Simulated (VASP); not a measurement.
Runs of VASP 6.6.1 on H. The structure is that of space group P6_3/mmc (No. 194), or close to it. The cells are those of the table. 

| cell | gap on the mesh (eV) | pressure (GPa) | moment (μB) |
| --- | --- | --- | --- |
| a = 5.433, b = 5.433, c = 4.138 Å, angles 90.0, 90.0, 120.0°, 2 atoms | 6.73 | 0.0 | 2.00 |
| a = 5.300, b = 5.300, c = 4.209 Å, angles 90.0, 90.0, 120.0°, 2 atoms | 6.74 | 0.0 | 2.00 |
| a = 5.433, b = 5.433, c = 4.067 Å, angles 90.0, 90.0, 120.0°, 2 atoms | (a) | 0.0 | 2.00 |
| a = 5.566, b = 5.566, c = 4.067 Å, angles 90.0, 90.0, 120.0°, 2 atoms | 6.73 | 0.0 | 2.00 |
| a = 5.300, b = 5.300, c = 4.138 Å, angles 90.0, 90.0, 120.0°, 2 atoms | 6.72 | 0.0 | 2.00 |
| a = 5.433, b = 5.433, c = 4.281 Å, angles 90.0, 90.0, 120.0°, 2 atoms | 6.77 | 0.0 | 2.00 |
| a = 5.300, b = 5.300, c = 4.281 Å, angles 90.0, 90.0, 120.0°, 2 atoms | 6.77 | 0.0 | 2.00 |
| a = 5.300, b = 5.300, c = 4.352 Å, angles 90.0, 90.0, 120.0°, 2 atoms | (b) | 0.0 | 2.00 |
| a = 5.300, b = 5.300, c = 4.495 Å, angles 90.0, 90.0, 120.0°, 2 atoms | 6.84 | 0.0 | 2.00 |
| a = 5.300, b = 5.300, c = 4.423 Å, angles 90.0, 90.0, 120.0°, 2 atoms | 6.81 | 0.0 | 2.00 |
| a = 5.300, b = 5.300, c = 4.067 Å, angles 90.0, 90.0, 120.0°, 2 atoms | 6.70 | 0.1 | 2.00 |
| a = 5.433, b = 5.433, c = 4.209 Å, angles 90.0, 90.0, 120.0°, 2 atoms | (c) | 0.0 | 2.00 |

Alike in all rows: task single point; level PBE; potentials or basis VASP PAW PBE potentials, release 64 (H); spin collinear; k mesh 6 × 6 × 6; cutoff (eV) 520; smearing gaussian 0.05 eV.

Question: Fill in the values left out.

Answer: (a) 6.71; (b) 6.79; (c) 6.75.

Caveats: the nearest neighbours stand farther apart than a usual bond.

A k mesh can miss the band edges.
